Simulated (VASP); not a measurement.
# C (C2/m) in VASP: notebook

C is run at these levels: PBE; tasks: single point.

Everything below comes from runs of VASP 6.6.1. Logs are shortened: lines on timing, memory, paths and dates and some standing lists are left out, and cuts for length are marked.

### 1 The cell of the first run

It takes space group C2/m (No. 12, monoclinic). Conventional cell: a = 4.254 Å, b = 2.456 Å, c = 3.635 Å, α = 90.00°, β = 112.96°, γ = 90.00°. Within 1.6 Å of C (site symmetry m) lie 3 C at 1.16 to 1.56 Å.

### 2 Single point, PBE (shortest bond scaled by 0.82)

The input, INCAR:

```
ALGO = Normal ; EDIFF = 1E-6
ENCUT = 520 ; GGA = PE
ISIF = 2 ; ISMEAR = -1
LASPH = T ; LCHARG = F
LREAL = F ; LWAVE = F
NBANDS = 11 ; NELM = 100
PREC = Accurate ; SIGMA = 0.05
```

The input, KPOINTS:

```
k-points
0
Gamma
  14 14 14
```

The input, POSCAR:

```
C
1.0
    1.2280287114      0.7090027071      3.3470114498
   -1.2280287114      0.7090027071      3.3470114498
    0.0000000000     -1.4180054142      3.3470114498
C
2
Direct
    0.7755200000      0.8655200000      0.8655200000
    0.2244800000      0.1344800000      0.1344800000
```

Potentials or basis: VASP PAW PBE potentials, release 64 (C).

Run with:

```
> cat potpaw_PBE.64/C/POTCAR > POTCAR
> mpirun -np 1 vasp_std > vasp.out
```

OUTCAR:

```text
EDIFF = 1E-6
   ENCUT = 520
   GGA = PE
   ISIF = 2
   ISMEAR = -1
   LASPH = T
   LREAL = F
   NELM = 100
   PREC = Accurate

 ion  position               nearest neighbor table
   1  0.776  0.866  0.866-   2 1.16   2 1.56   2 1.56
   2  0.224  0.134  0.134-   1 1.16   1 1.56   1 1.56

  LATTYP: Found a trigonal (rhomboedric) cell.
 ALAT       =     3.6350000000
 COS(alpha) =     0.7717355882

  Lattice vectors:

 A1 = (   1.2280287114,   0.7090027071,   3.3470114498)
 A2 = (  -1.2280287114,   0.7090027071,   3.3470114498)
 A3 = (   0.0000000000,  -1.4180054142,   3.3470114498)

Analysis of symmetry for initial positions (statically):
=====================================================================
 Subroutine PRICEL returns:
 Original cell was already a primitive cell.

 Routine SETGRP: Setting up the symmetry group for a
 trigonal (rhombohedral) supercell.

 Subroutine GETGRP returns: Found  4 space group operations
 (whereof  4 operations were pure point group operations)
 out of a pool of 12 trial point group operations.

The static configuration has the point symmetry C_2h.

Analysis of symmetry for dynamics (positions and initial velocities):
=====================================================================
 Subroutine PRICEL returns:
 Original cell was already a primitive cell.

 Routine SETGRP: Setting up the symmetry group for a
 trigonal (rhombohedral) supercell.

 Subroutine GETGRP returns: Found  4 space group operations
 (whereof  4 operations were pure point group operations)
 out of a pool of 12 trial point group operations.

The dynamic configuration has the point symmetry C_2h.

 Subroutine INISYM returns: Found  4 space group operations
 (whereof  4 operations are pure point group operations),
 and found     1 'primitive' translations

----------------------------------------------------------------------------------------

                                     Primitive cell

  volume of cell :      17.4850

  direct lattice vectors                    reciprocal lattice vectors
     1.228028711  0.709002707  3.347011450     0.407156604  0.235071975  0.099591333
    -1.228028711  0.709002707  3.347011450    -0.407156604  0.235071975  0.099591333
     0.000000000 -1.418005414  3.347011450     0.000000000 -0.470143950  0.099591333
[... 87 lines left out ...]
   NSW    =      0    number of steps for IOM
   IBRION =     -1    ionic relax: 0-MD 1-quasi-New 2-CG
   NFREE  =      0    steps in history (QN), initial steepest desc. (CG)
   ISIF   =      2    stress and relaxation
   ISYM   =      2    0-nonsym 1-usesym 2-fastsym
   POTIM  = 0.5000    time-step for ionic-motion
   TEBEG  =    0.0;   TEEND  =   0.0 temperature during run
   PSTRESS=    0.0 pullay stress
   NELECT =       8.0000    total number of electrons
   NUPDOWN=      -1.0000    fix difference up-down
   EMIN   =  10.00;   EMAX   =-10.00  energy-range for DOS
   EFERMI =   0.00;   METHOD = LEGACY
   ISMEAR =    -1;   SIGMA  =   0.05  broadening in eV -4-tet -1-fermi 0-gaus
   EFERMI_NEDOS =   21; number of points for ismear=-14 and -15
   IALGO  =     38    algorithm
   IMIX   =      4    mixing-type and parameters
     AMIX     =   0.40;   BMIX     =  1.00
     AMIX_MAG =   1.60;   BMIX_MAG =  1.00
  volume/ion in A,a.u.               =       8.74        59.00
  Fermi-wavevector in a.u.,A,eV,Ry     =   1.261488  2.383867 21.651666  1.591353
  Thomas-Fermi vector in A             =   2.394945
   LORBIT       =      0    0 simple, 1 ext, 2 COOP (PROOUT), +10 PAW based schemes
   GGA     = PE    functional components
   LHFCALC =     F    Hartree Fock is set to
   AEXX    =    0.0000 exact exchange contribution
   IVDW    =     0    specifies the selected vdW correction
   LEPSILON=     F    determine dielectric tensor
   LRPA    =     F    only Hartree local field effects (RPA)
 non-spin polarized calculation
  energy-cutoff  :      520.00
  volume of cell :       17.48
 maximum number of plane-waves:       483
   NGX = 13   NGY = 13   NGZ = 13

 number of electron       8.0000000 magnetization

 Free energy of the ion-electron system (eV)
  ---------------------------------------------------
  ext. energy  EPLUGINS =         0.00000000
  ---------------------------------------------------
  free energy    TOTEN  =       -16.19366315 eV

  energy without entropy =      -16.19174660  energy(sigma->0) =      -16.19270487

 E-fermi :   4.9556     XC(G=0): -10.2900

 val. band max:        4.9492001232   @ k =   0.5000   0.5000   0.4286
 cond. band min:       4.9577579468   @ k =   0.1429   0.2143   0.1429
 fundamental gap:      0.0085578236
 Fermi energy:         4.9556155905

 k-point     1 :       0.0000    0.0000    0.0000
  band No.  band energies     occupation
      1     -15.1097      2.00000
      2      -2.1363      2.00000
      3      -1.4514      2.00000
      4       5.8249      0.00000
      5       8.3336      0.00000
      6       9.0385      0.00000
      7      15.3125      0.00000
      8      16.8991      0.00000
      9      20.2186      0.00000
     10      27.1832      0.00000
     11      28.4181      0.00000
[... 309 lines left out ...]
 k-point    24 :       0.2857    0.0714    0.0000
  band No.  band energies     occupation
      1     -13.6318      2.00000
      2      -4.2943      2.00000
      3      -0.5861      2.00000
      4       0.9718      2.00000
      5      11.4247      0.00000
      6      11.6482      0.00000
      7      14.3198      0.00000
      8      16.1139      0.00000
      9      19.8964      0.00000
     10      24.4016      0.00000
     11      28.6651      0.00000

 [... further k-points ...]

------------------------ aborting loop because EDIFF is reached ----------------------------------------

  FORCE on cell =-STRESS in cart. coord.  units (eV):
  Direction    XX          YY          ZZ          XY          YZ          ZX
  --------------------------------------------------------------------------------------
  -------------------------------------------------------------------------------------
  Total       10.2860379      3.8203338      0.3129856      5.5994640      0.4659303      0.8070143
  in kB      942.5270868    350.0636608     28.6793978    513.0883777     42.6939797     73.9480878
  external PRESSURE =     440.4233818 kB  Pullay stress =       0.0000000 kB

 VOLUME and BASIS-vectors are now :
 -----------------------------------------------------------------------------
  energy-cutoff  :      520.00
  volume of cell :       17.48
      direct lattice vectors                 reciprocal lattice vectors
     1.228028711  0.709002707  3.347011450     0.407156604  0.235071975  0.099591333
    -1.228028711  0.709002707  3.347011450    -0.407156604  0.235071975  0.099591333
     0.000000000 -1.418005414  3.347011450     0.000000000 -0.470143950  0.099591333

 POSITION                                       TOTAL-FORCE (eV/Angst)
 -----------------------------------------------------------------------------------
     -0.11052     -0.06381      8.38949        17.245260      9.956555     -0.246326
      0.11052      0.06381      1.65155       -17.245260     -9.956555      0.246326
 -----------------------------------------------------------------------------------
    total drift:                                0.000000     -0.000000      0.000000

  FREE ENERGIE OF THE ION-ELECTRON SYSTEM (eV)
  ---------------------------------------------------
  free  energy   TOTEN  =       -16.1936631475 eV

  energy  without entropy=      -16.1917465967  energy(sigma->0) =      -16.19270487
```

OSZICAR:

```text
N       E                     dE             d eps       ncg     rms          rms(c)
DAV:   1     0.810415652894E+01    0.81042E+01   -0.46219E+03 16904   0.666E+02
DAV:   2    -0.175000787023E+02   -0.25604E+02   -0.24589E+02 21330   0.136E+02
DAV:   3    -0.181112203693E+02   -0.61114E+00   -0.60976E+00 20276   0.175E+01
DAV:   4    -0.181135850373E+02   -0.23647E-02   -0.23645E-02 18539   0.134E+00
DAV:   5    -0.181135968035E+02   -0.11766E-04   -0.11766E-04 20480   0.863E-02    0.794E+00
DAV:   6    -0.165937113308E+02    0.15199E+01   -0.14838E+00 17955   0.796E+00    0.437E+00
DAV:   7    -0.161895017412E+02    0.40421E+00   -0.13455E+00 18905   0.758E+00    0.145E+00
DAV:   8    -0.161943162117E+02   -0.48145E-02   -0.38227E-02 17975   0.137E+00    0.199E-01
DAV:   9    -0.161935585436E+02    0.75767E-03   -0.33700E-03 19703   0.402E-01    0.777E-02
DAV:  10    -0.161936279077E+02   -0.69364E-04   -0.16507E-04 18386   0.936E-02    0.309E-02
DAV:  11    -0.161936643834E+02   -0.36476E-04   -0.39000E-05 17936   0.446E-02    0.637E-03
DAV:  12    -0.161936627056E+02    0.16777E-05   -0.46151E-06 19122   0.128E-02    0.310E-03
DAV:  13    -0.161936631475E+02   -0.44185E-06   -0.65538E-07 17941   0.528E-03
   1 F= -.16193663E+02 E0= -.16192705E+02  d E =-.191655E-02
```

stdout:

```text
POSCAR found type information on POSCAR C
 POSCAR found :  1 types and       2 ions
 scaLAPACK will be used
 LDA part: xc-table for (Slater+PW92), standard interpolation
 POSCAR, INCAR and KPOINTS ok, starting setup
 FFT: planning ... GRIDC
 FFT: planning ... GRID_SOFT
 FFT: planning ... GRID
 WAVECAR not read
 entering main loop
```

It took 5.9 min on 1 thread of AMD EPYC 7R13, shared host; peak memory 0.21 GiB.

Results:

- Free energy: -16.1937 eV
- Pressure: 44.0 GPa
- Largest force: 19.915 eV/Å
- Band gap on the k mesh: zero (bands 4 and 5 overlap by 1.91 eV)

Forces in eV/Å, atoms in the order of the input:
```
C    17.245   9.957  -0.246
C   -17.245  -9.957   0.246
```

Stress tensor (GPa, compression positive):
```
94.25 51.31  7.39
51.31 35.01  4.27
 7.39  4.27  2.87
```

Caveat: the cell differs from its parent crystal (shortest bond scaled by 0.82); the cell stands under pressure; this functional lacks dispersion, which binds the layers, so the pressure and a relaxed spacing across them are unreliable; forces of over 1 eV/Å act on the atoms, so gaps and moduli don't describe the material at rest.

### 3 Single point, PBE (shortest bond scaled by 0.7)

The input, INCAR:

```
PREC = Accurate
ENCUT = 520
EDIFF = 1E-6
ISMEAR = -1
SIGMA = 0.05
LREAL = F
LASPH = T
NELM = 100
ALGO = Normal
ISIF = 2
LWAVE = F
LCHARG = T
GGA = PE
LELF = T
LVHAR = T
NBANDS = 11
```

The input, KPOINTS:

```
Automatic mesh
0
Gamma
  14 14 14
```

The input, POSCAR:

```
C
1.0
    1.2280287114      0.7090027071      3.3470114498
   -1.2280287114      0.7090027071      3.3470114498
    0.0000000000     -1.4180054142      3.3470114498
C
2
Direct
    0.7352000000      0.8852000000      0.8852000000
    0.2648000000      0.1148000000      0.1148000000
```

Potentials or basis: VASP PAW PBE potentials, release 64 (C).

Run with:

```
> cat potpaw_PBE.64/C/POTCAR > POTCAR
> mpirun -np 1 vasp_std > vasp.out
```

Run time: 5.8 min. Hardware: 1 thread of AMD EPYC 7R13, shared host; peak memory 0.21 GiB.

The run converged. Its results:

| Item | Value |
| --- | --- |
| Free energy | -10.3112 eV |
| Pressure | 140.8 GPa |
| Largest force | 53.347 eV/Å |
| Band gap on the k mesh | zero (bands 4 and 5 overlap by 0.08 eV) |

Forces in eV/Å, atoms in the order of the input:
```
C    46.192  26.669   0.996
C   -46.192 -26.669  -0.996
```

Stress tensor (GPa, compression positive):
```
305.63 166.27  15.97
166.27 113.63   9.22
 15.97   9.22   3.20
```

Levels at points of the mesh, in eV from the Fermi level:
```tsv
k point	band 2	band 3	band 4	band 5	band 6	band 7
(0.00, 0.00, 0.00)	-8.29	-8.20	-0.22	3.36	3.54	8.60
(0.50, 0.00, 0.00)	-13.05	-6.20	-3.99	1.11	7.21	9.74
(0.00, 0.50, 0.00)	-12.69	-6.68	-5.33	2.23	4.17	11.64
(0.50, 0.50, 0.00)	-12.58	-6.64	-5.88	2.03	3.29	12.57
(0.00, 0.50, 0.50)	-12.92	-6.26	-4.34	-0.17	7.33	11.51
(0.50, 0.50, 0.50)	-10.03	-8.11	-0.24	3.32	8.20	8.70
```

Caveat: the cell differs from its parent crystal (shortest bond scaled by 0.7); atoms lie so close that the PAW spheres overlap strongly, which falsifies energies and pressures; the cell stands under pressure; this functional lacks dispersion, which binds the layers, so the pressure and a relaxed spacing across them are unreliable; forces of over 1 eV/Å act on the atoms, so gaps and moduli don't describe the material at rest.
